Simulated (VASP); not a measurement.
# Sr (I4/mmm) in VASP: further runs

The runs below take Sr through electric field gradients, with PBE.

All numbers are computed with VASP 6.6.1; they aren't measurements. Logs are shortened: lines on timing, memory, paths and dates and some standing lists are left out, and cuts for length are marked.

## (1) The cell of the first run

It takes space group I4/mmm (No. 139, tetragonal). The conventional cell has a = 4.260 Å, b = 4.260 Å, c = 6.085 Å, α = 90.00°, β = 90.00°, γ = 90.00°. Within 5.6 Å of Sr (site symmetry 4/mmm) lie 12 Sr at 4.26 to 4.28 Å.

## (2) Electric field gradients, PBE (x and y stretched by -1 %, z held)

The input, INCAR:

```
ALGO = Normal
EDIFF = 1E-8
ENCUT = 520
GGA = PE
ISIF = 2
ISMEAR = -1
LASPH = True
LCHARG = False
LEFG = True
LREAL = False
LWAVE = False
NBANDS = 11
NELM = 60
PREC = Accurate
SIGMA = 0.08
```

The input, KPOINTS:

```
k-points
0
Gamma
  10 10 10
```

The input, POSCAR:

```
Sr
1.0
    0.0000000000      3.0119265000      3.0423500000
    3.0119265000      0.0000000000      3.0423500000
    3.0119265000      3.0119265000      0.0000000000
Sr
1
Direct
    0.0000000000      0.0000000000      0.0000000000
```

Potentials or basis: VASP PAW PBE potentials, release 64 (Sr_sv).

The run is started by

```console
$ cat potpaw_PBE.64/Sr_sv/POTCAR > POTCAR
$ mpirun -np 1 vasp_std > vasp.out
```

OUTCAR:

```text
EDIFF = 1E-8
   ENCUT = 520
   GGA = PE
   ISIF = 2
   ISMEAR = -1
   LASPH = True
   LREAL = False
   NELM = 60
   PREC = Accurate

 ion  position               nearest neighbor table
   1  0.000  0.000  0.000-

  LATTYP: Found a body centered tetragonal cell.
 ALAT       =     4.2595073052
 C/A-ratio  =     1.4284985479

  Lattice vectors:

 A1 = (  -3.0119265000,   0.0000000000,   3.0423500000)
 A2 = (   3.0119265000,   0.0000000000,   3.0423500000)
 A3 = (   0.0000000000,   3.0119265000,  -3.0423500000)

Analysis of symmetry for initial positions (statically):
=====================================================================
 Subroutine PRICEL returns:
 Original cell was already a primitive cell.

 Routine SETGRP: Setting up the symmetry group for a
 body centered tetragonal supercell.

 Subroutine GETGRP returns: Found 16 space group operations
 (whereof 16 operations were pure point group operations)
 out of a pool of 16 trial point group operations.

The static configuration has the point symmetry D_4h.

Analysis of symmetry for dynamics (positions and initial velocities):
=====================================================================
 Subroutine PRICEL returns:
 Original cell was already a primitive cell.

 Routine SETGRP: Setting up the symmetry group for a
 body centered tetragonal supercell.

 Subroutine GETGRP returns: Found 16 space group operations
 (whereof 16 operations were pure point group operations)
 out of a pool of 16 trial point group operations.

The dynamic configuration has the point symmetry D_4h.

 Subroutine INISYM returns: Found 16 space group operations
 (whereof 16 operations are pure point group operations),
 and found     1 'primitive' translations

----------------------------------------------------------------------------------------

                                     Primitive cell

  volume of cell :      55.1986

  direct lattice vectors                    reciprocal lattice vectors
     0.000000000  3.011926500  3.042350000    -0.166006707  0.166006707  0.164346640
[... 125 lines left out ...]
  ext. energy  EPLUGINS =         0.00000000
  ---------------------------------------------------
  free energy    TOTEN  =        -1.65202337 eV

  energy without entropy =       -1.62397954  energy(sigma->0) =       -1.63800146

 E-fermi :   1.5683     XC(G=0):  -7.3391

 val. band max:        1.5660784529   @ k =  -0.4000   0.0000   0.3000
 cond. band min:       1.5801875124   @ k =  -0.3000   0.4000   0.1000
 fundamental gap:      0.0141090595
 Fermi energy:         1.5683311225

 k-point     1 :       0.0000    0.0000    0.0000
  band No.  band energies     occupation
      1     -35.0559      2.00000
      2     -16.9449      2.00000
      3     -16.9441      2.00000
      4     -16.9441      2.00000
      5      -2.0687      2.00000
      6       3.8756      0.00000
      7       3.9280      0.00000
      8       3.9280      0.00000
      9       5.3277      0.00000
     10       5.4124      0.00000
     11       8.6640      0.00000
[... 309 lines left out ...]
 k-point    24 :       0.4000    0.3000    0.0000
  band No.  band energies     occupation
      1     -35.0417      2.00000
      2     -17.0910      2.00000
      3     -17.0031      2.00000
      4     -16.9965      2.00000
      5       0.1765      2.00000
      6       2.2119      0.00064
      7       2.8751      0.00000
      8       5.0683      0.00000
      9       5.4070      0.00000
     10       6.3223      0.00000
     11       7.9471      0.00000

 [... further k-points ...]

------------------------ aborting loop because EDIFF is reached ----------------------------------------

  FORCE on cell =-STRESS in cart. coord.  units (eV):
  Direction    XX          YY          ZZ          XY          YZ          ZX
  --------------------------------------------------------------------------------------
  -------------------------------------------------------------------------------------
  Total       -0.0083422     -0.0083422     -0.0262180      0.0000000      0.0000000      0.0000000
  in kB       -0.2421379     -0.2421379     -0.7609961      0.0000000      0.0000000      0.0000000
  external PRESSURE =      -0.4150906 kB  Pullay stress =       0.0000000 kB

 VOLUME and BASIS-vectors are now :
 -----------------------------------------------------------------------------
  energy-cutoff  :      520.00
  volume of cell :       55.20
      direct lattice vectors                 reciprocal lattice vectors
     0.000000000  3.011926500  3.042350000    -0.166006707  0.166006707  0.164346640
     3.011926500  0.000000000  3.042350000     0.166006707 -0.166006707  0.164346640
     3.011926500  3.011926500  0.000000000     0.166006707  0.166006707 -0.164346640

 POSITION                                       TOTAL-FORCE (eV/Angst)
 -----------------------------------------------------------------------------------
      0.00000      0.00000      0.00000         0.000000      0.000000      0.000000
 -----------------------------------------------------------------------------------
    total drift:                                0.000000      0.000000      0.000000

  FREE ENERGIE OF THE ION-ELECTRON SYSTEM (eV)
  ---------------------------------------------------
  free  energy   TOTEN  =        -1.6520233695 eV

  energy  without entropy=       -1.6239795429  energy(sigma->0) =       -1.63800146

 Electric field gradients (V/A^2)
---------------------------------------------------------------------
 ion       V_xx      V_yy      V_zz      V_xy      V_xz      V_yz
---------------------------------------------------------------------
   1       0.122     0.122    -0.243    -0.000    -0.000    -0.000
---------------------------------------------------------------------

 Electric field gradients after diagonalization (V/A^2)
 (convention: |V_zz| > |V_xx| > |V_yy|)
----------------------------------------------------------------------
 ion       V_xx      V_yy      V_zz     asymmetry (V_yy - V_xx)/ V_zz
----------------------------------------------------------------------
   1       0.122     0.121    -0.243       0.000
----------------------------------------------------------------------

           NMR quadrupolar parameters

 Cq : quadrupolar parameter    Cq=e*Q*V_zz/h
 eta: asymmetry parameters     (V_yy - V_xx)/ V_zz
 Q  : nuclear electric quadrupole moment in mb (millibarn)
----------------------------------------------------------------------
 ion       Cq(MHz)       eta       Q (mb)
----------------------------------------------------------------------
   1      -0.001       0.000       1.000
----------------------------------------------------------------------
```

stdout:

```text
POSCAR found type information on POSCAR Sr
 POSCAR found :  1 types and       1 ions
 scaLAPACK will be used
 LDA part: xc-table for (Slater+PW92), standard interpolation
 POSCAR, INCAR and KPOINTS ok, starting setup
 FFT: planning ... GRIDC
 FFT: planning ... GRID_SOFT
 FFT: planning ... GRID
 WAVECAR not read
 entering main loop
ion   1
```

Run time: 47 s. Hardware: 1 thread of Intel Xeon Platinum 8488C (Sapphire Rapids), shared host; peak memory 0.2 GiB.

What came out:

* Free energy: -1.6520 eV
* Pressure: 0.0 GPa
* Band gap on the k mesh: zero (bands 5 and 6 overlap by 0.05 eV)
* Largest electric field gradient by atom: Sr -0.24 V/Å²

Caveat: the cell differs from its parent crystal (x and y stretched by -1 %, z held); without QUAD_EFG the Cq values of the log hold for a quadrupole moment of 1 mb, not for the nuclei.

## (3) Electric field gradients, PBE (x and y stretched by +2 %, z held)

The input, INCAR:

```
PREC = Accurate
ENCUT = 520
EDIFF = 1E-8
ISMEAR = -1
SIGMA = 0.08
LREAL = False
LASPH = True
NELM = 100
ALGO = Normal
ISIF = 2
LWAVE = False
LCHARG = False
GGA = PE
LEFG = True
NBANDS = 11
```

The input, KPOINTS:

```
Automatic mesh
0
Gamma
  10 10 10
```

The input, POSCAR:

```
Sr
1.0
    0.0000000000      3.1031970000      3.0423500000
    3.1031970000      0.0000000000      3.0423500000
    3.1031970000      3.1031970000      0.0000000000
Sr
1
Direct
    0.0000000000      0.0000000000      0.0000000000
```

Potentials or basis: VASP PAW PBE potentials, release 64 (Sr_sv).

The run is started by

```console
$ cat potpaw_PBE.64/Sr_sv/POTCAR > POTCAR
$ mpirun -np 1 vasp_std > vasp.out
```

OUTCAR:

```text
PREC = Accurate
   ENCUT = 520
   EDIFF = 1E-8
   ISMEAR = -1
   LREAL = False
   LASPH = True
   NELM = 100
   ISIF = 2
   GGA = PE

 ion  position               nearest neighbor table
   1  0.000  0.000  0.000-

  LATTYP: Found a body centered tetragonal cell.
 ALAT       =     4.3885832841
 C/A-ratio  =     1.3864838847

  Lattice vectors:

 A1 = (   0.0000000000,  -3.1031970000,  -3.0423500000)
 A2 = (   0.0000000000,   3.1031970000,  -3.0423500000)
 A3 = (   3.1031970000,   0.0000000000,   3.0423500000)

Analysis of symmetry for initial positions (statically):
=====================================================================
 Subroutine PRICEL returns:
 Original cell was already a primitive cell.

 Routine SETGRP: Setting up the symmetry group for a
 body centered tetragonal supercell.

 Subroutine GETGRP returns: Found 16 space group operations
 (whereof 16 operations were pure point group operations)
 out of a pool of 16 trial point group operations.

The static configuration has the point symmetry D_4h.

Analysis of symmetry for dynamics (positions and initial velocities):
=====================================================================
 Subroutine PRICEL returns:
 Original cell was already a primitive cell.

 Routine SETGRP: Setting up the symmetry group for a
 body centered tetragonal supercell.

 Subroutine GETGRP returns: Found 16 space group operations
 (whereof 16 operations were pure point group operations)
 out of a pool of 16 trial point group operations.

The dynamic configuration has the point symmetry D_4h.
[... 158 lines left out ...]
      6       3.6143      0.00000
      7       3.6143      0.00000
      8       3.7109      0.00000
      9       4.9357      0.00000
     10       5.0864      0.00000
     11       8.2857      0.00000
[... 309 lines left out ...]
 k-point    24 :       0.4000    0.3000    0.0000
  band No.  band energies     occupation
      1     -35.3634      2.00000
      2     -17.3903      2.00000
      3     -17.3222      2.00000
      4     -17.3184      2.00000
      5       0.0538      2.00000
      6       2.0070      0.00062
      7       2.7373      0.00000
      8       4.6354      0.00000
      9       4.9613      0.00000
     10       5.8797      0.00000
     11       7.3804      0.00000

 [... further k-points ...]

------------------------ aborting loop because EDIFF is reached ----------------------------------------

  FORCE on cell =-STRESS in cart. coord.  units (eV):
  Direction    XX          YY          ZZ          XY          YZ          ZX
  --------------------------------------------------------------------------------------
  -------------------------------------------------------------------------------------
  Total       -0.2562922     -0.2562922     -0.2245895      0.0000000      0.0000000      0.0000000
  in kB       -7.0079025     -7.0079025     -6.1410440      0.0000000      0.0000000      0.0000000
  external PRESSURE =      -6.7189496 kB  Pullay stress =       0.0000000 kB

 VOLUME and BASIS-vectors are now :
 -----------------------------------------------------------------------------
  energy-cutoff  :      520.00
  volume of cell :       58.59
      direct lattice vectors                 reciprocal lattice vectors
     0.000000000  3.103197000  3.042350000    -0.161124157  0.161124157  0.164346640
     3.103197000  0.000000000  3.042350000     0.161124157 -0.161124157  0.164346640
     3.103197000  3.103197000  0.000000000     0.161124157  0.161124157 -0.164346640

 POSITION                                       TOTAL-FORCE (eV/Angst)
 -----------------------------------------------------------------------------------
      0.00000      0.00000      0.00000         0.000000     -0.000000      0.000000
 -----------------------------------------------------------------------------------
    total drift:                                0.000000      0.000000      0.000000

  FREE ENERGIE OF THE ION-ELECTRON SYSTEM (eV)
  ---------------------------------------------------
  free  energy   TOTEN  =        -1.6442122243 eV

  energy  without entropy=       -1.6151340664  energy(sigma->0) =       -1.62967315

 Electric field gradients (V/A^2)
---------------------------------------------------------------------
 ion       V_xx      V_yy      V_zz      V_xy      V_xz      V_yz
---------------------------------------------------------------------
   1      -0.154    -0.154     0.308    -0.000    -0.000    -0.000
---------------------------------------------------------------------

 Electric field gradients after diagonalization (V/A^2)
 (convention: |V_zz| > |V_xx| > |V_yy|)
----------------------------------------------------------------------
 ion       V_xx      V_yy      V_zz     asymmetry (V_yy - V_xx)/ V_zz
----------------------------------------------------------------------
   1      -0.154    -0.154     0.308       0.000
----------------------------------------------------------------------

           NMR quadrupolar parameters

 Cq : quadrupolar parameter    Cq=e*Q*V_zz/h
 eta: asymmetry parameters     (V_yy - V_xx)/ V_zz
 Q  : nuclear electric quadrupole moment in mb (millibarn)
----------------------------------------------------------------------
 ion       Cq(MHz)       eta       Q (mb)
----------------------------------------------------------------------
   1       0.001       0.000       1.000
----------------------------------------------------------------------
```

OSZICAR:

```text
N       E                     dE             d eps       ncg     rms          rms(c)
DAV:   1     0.364331710321E+02    0.36433E+02   -0.47391E+03  2244   0.775E+02
DAV:   2     0.852588513590E-01   -0.36348E+02   -0.35763E+02  2579   0.153E+02
DAV:   3    -0.155954821692E+01   -0.16448E+01   -0.16291E+01  3366   0.240E+01
DAV:   4    -0.163836512000E+01   -0.78817E-01   -0.78638E-01  2975   0.495E+00
DAV:   5    -0.163999747286E+01   -0.16324E-02   -0.16320E-02  3205   0.564E-01    0.108E+01
DAV:   6    -0.164255337255E+01   -0.25559E-02   -0.70156E-03  2694   0.948E-01    0.608E+00
DAV:   7    -0.164418273468E+01   -0.16294E-02   -0.12045E-02  2418   0.124E+00    0.295E-01
DAV:   8    -0.164417707950E+01    0.56552E-05   -0.14400E-03  3400   0.228E-01    0.695E-02
DAV:   9    -0.164420027250E+01   -0.23193E-04   -0.29936E-05  2738   0.400E-02    0.280E-02
DAV:  10    -0.164421279545E+01   -0.12523E-04   -0.58626E-06  2666   0.195E-02    0.453E-03
DAV:  11    -0.164421229622E+01    0.49923E-06   -0.36174E-07  2926   0.457E-03    0.296E-03
DAV:  12    -0.164421217026E+01    0.12596E-06   -0.10660E-07  3565   0.179E-03    0.207E-03
DAV:  13    -0.164421222975E+01   -0.59486E-07   -0.37084E-09  1695   0.427E-04    0.343E-04
DAV:  14    -0.164421222430E+01    0.54476E-08   -0.37152E-09  1391   0.344E-04
   1 F= -.16442122E+01 E0= -.16296731E+01  d E =-.290782E-01
```

Wall time 64 s (1 thread of Intel Xeon Platinum 8488C (Sapphire Rapids), shared host); peak memory 0.22 GiB.

Results:

```
Free energy                             : -1.6442 eV
Pressure                                : -0.7 GPa
Band gap on the k mesh                  : zero (bands 5 and 6 overlap by 0.08 eV)
Largest electric field gradient by atom : Sr +0.3 V/Å²
```

Levels at points of the mesh, in eV from the Fermi level:
| k point | band 3 | band 4 | band 5 | band 6 | band 7 | band 8 |
| --- | --- | --- | --- | --- | --- | --- |
| (0.00, 0.00, 0.00) | -18.63 | -18.63 | -3.54 | 2.25 | 2.25 | 2.35 |
| (0.50, 0.00, 0.00) | -18.66 | -18.65 | -1.08 | 0.01 | 2.08 | 2.20 |
| (0.50, 0.50, 0.00) | -18.69 | -18.69 | -0.53 | 0.38 | 1.04 | 4.62 |
| (0.50, 0.00, 0.50) | -18.69 | -18.68 | -0.58 | 0.42 | 0.88 | 4.62 |

Electric field gradients, principal values (V/Å²):
| atom | least | middle | greatest (by size) |
| --- | --- | --- | --- |
| 1 Sr | -0.154 | -0.154 | 0.308 |

Caveat: the cell differs from its parent crystal (x and y stretched by +2 %, z held); without QUAD_EFG the Cq values of the log hold for a quadrupole moment of 1 mb, not for the nuclei.
